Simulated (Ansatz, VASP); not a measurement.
## Two plane-wave programs on KBr

```xyz
2
Lattice="0.0000 3.3353 3.2966 3.3353 0.0000 3.2966 3.3353 3.3353 0.0000" Properties=species:S:1:pos:R:3 pbc="T T T"
K     0.0000    0.0000    0.0000
Br    3.3353    3.3353    3.2966
```

Change from the starting cell: epitaxial_xy strain +1.0%.

Alike in both runs: task single point; functional PBE; k mesh 6 × 6 × 6; occupations fermi-dirac, width 0.02 eV; no spin polarisation.

|  | VASP | Ansatz |
| --- | --- | --- |
| version | VASP 6.6.1 | Ansatz 0.2.0 |
| potentials or method | VASP PAW PBE potentials, release 64 (K_sv, Br) | plane waves, PAW |
| plane-wave cutoff (eV) | 520 | 420 |
| valence electrons in the cell | 16 | 16 |

|  | VASP | Ansatz | Ansatz less VASP |
| --- | --- | --- | --- |
| gap on the k mesh at the Fermi level (eV) | 4.38 | 4.38 | +0.001 |
| pressure (GPa) | 0.4 | 0.4 | -0.04 |
| traceless stress, the component that is largest in VASP (GPa) | 0.24 | 0.23 | -0.004 |
